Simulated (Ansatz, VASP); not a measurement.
Two plane-wave programs on Rh

```
Rh
1.0
     2.59530    0.00000    0.00000
    -1.29765    2.24760    0.00000
     0.00000    0.00000    9.42570
Rh
4
Cartesian
  0.0000 0.0000 0.0000
  0.0000 1.4984 2.3564
  0.0000 0.0000 4.7129
  1.2977 0.7492 7.0693
```

Alike in both runs: task single point; functional PBEsol; k mesh 18 × 18 × 6; occupations gaussian, width 0.15 eV; no spin polarisation.

|  | VASP | Ansatz |
| --- | --- | --- |
| version | VASP 6.6.1 | Ansatz 0.2.0 |
| potentials or method | VASP PAW PBE potentials, release 64 (Rh_pv), cutoff 520 eV | scalar-relativistic, plane waves, PAW |
| valence electrons in the cell | 60 | 68 |

VASP gave:

```
gap on the k mesh at the Fermi level (eV)                     : none
pressure (GPa)                                                : -0.3
traceless stress, the component that is largest in VASP (GPa) : -25.16
```

Q: Which values does Ansatz return?

A: gap on the k mesh at the Fermi level (eV): none; pressure (GPa): -0.2; traceless stress, the component that is largest in VASP (GPa): -25.22.

VASP's potentials were made for PBE, not for PBEsol, and Ansatz warns of the same on its side. A gap of «none» marks a metal or a gap that the smearing closes. VASP's potentials hold 60 valence electrons a cell and Ansatz's 68, so a difference there can come from the potentials and not from the codes.
